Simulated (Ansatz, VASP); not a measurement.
## TiO2: VASP beside Ansatz

POSCAR

```
TiO2
1.0
    4.5922000000      0.0000000000      0.0000000000
    0.0000000000      4.5922000000      0.0000000000
    0.0000000000      0.0000000000      2.9574000000
Ti O
2 4
Direct
    0.0000000000      0.0000000000      0.0000000000
    0.5000000000      0.5000000000      0.5000000000
    0.3042201823      0.3042201823      0.0000000000
    0.1957798177      0.8042201823      0.5000000000
    0.6957798177      0.6957798177      0.0000000000
    0.8042201823      0.1957798177      0.5000000000
```

Contents of INCAR.step1:

```
PREC = Accurate ; ENCUT = 520
ISMEAR = -1 ; SIGMA = 0.02
LREAL = F ; LASPH = T
NELM = 80 ; NBANDS = 33
GGA = PE ; ALGO = Normal
EDIFF = 1E-4 ; LWAVE = T
LCHARG = F
```

Contents of INCAR.step2:

```
PREC = Accurate ; ENCUT = 520
EDIFF = 1E-8 ; ISMEAR = -1
SIGMA = 0.02 ; LREAL = F
LASPH = T ; NELM = 80
ALGO = Normal ; ISIF = 2
LWAVE = F ; LCHARG = F
METAGGA = R2SCAN ; LMIXTAU = T
LEFG = T ; NBANDS = 33
ISTART = 1
```

KPOINTS

```
Automatic mesh
0
Gamma
  7 7 10
```

Input for Ansatz:

```yaml
crystal:
  lattice:
    - [4.5922, 0.0, 0.0]
    - [0.0, 4.5922, 0.0]
    - [0.0, 0.0, 2.9574]
  atoms:
    - { symbol: Ti, position: [0.0, 0.0, 0.0] }
    - { symbol: Ti, position: [0.5, 0.5, 0.5] }
    - { symbol: O, position: [0.3042201823, 0.3042201823, 0.0] }
    - { symbol: O, position: [0.1957798177, 0.8042201823, 0.5] }
    - { symbol: O, position: [0.6957798177, 0.6957798177, 0.0] }
    - { symbol: O, position: [0.8042201823, 0.1957798177, 0.5] }
kpoints:
  mp_grid: { grid: [7, 7, 10] }
scf:
  occupations: { method: fermi_dirac, width: 0.02 }
hamiltonian:
  xc: r2scan
  pseudopotentials: { kind: paw }
output:
  forces: true
  stress: true
  populations: true
  efg:
    quadrupole_moments_barn: { Ti: 0.247, O: -0.02558 }
    contact_densities: true
  write_density: true
  write_potential: true
  elf: true
  volumetric_format: npy
```

Alike in both runs: task electric field gradients; functional r2SCAN; k mesh 7 × 7 × 10; occupations fermi-dirac, width 0.02 eV; no spin polarisation.

|  | VASP | Ansatz |
| --- | --- | --- |
| version | VASP 6.6.1 | Ansatz 0.2.0 |
| potentials or method | VASP PAW PBE potentials, release 64 (Ti_sv, O) | plane-wave PAW, scalar-relativistic |
| plane-wave cutoff (eV) | 520 | 500 |
| valence electrons in the cell | 48 | 48 |

|  | VASP | Ansatz | Ansatz less VASP |
| --- | --- | --- | --- |
| gap on the k mesh at the Fermi level (eV) | 2.21 | 2.20 | -0.009 |
| pressure (GPa) | 1.2 | 0.0 | -1.25 |
| traceless stress, the component that is largest in VASP (GPa) | 0.04 | -0.41 | -0.448 |
| rms of the force components (eV/Å) | 0.009 | 0.024 | +0.0146 |
| size of Vzz on the site where it differs most (V/Å²) | 25.7 | 26.6 | +0.91 |

VASP's potentials were made for PBE, not for r2SCAN. Atom by atom the forces differ by 0.015 eV/Å (rms over components).
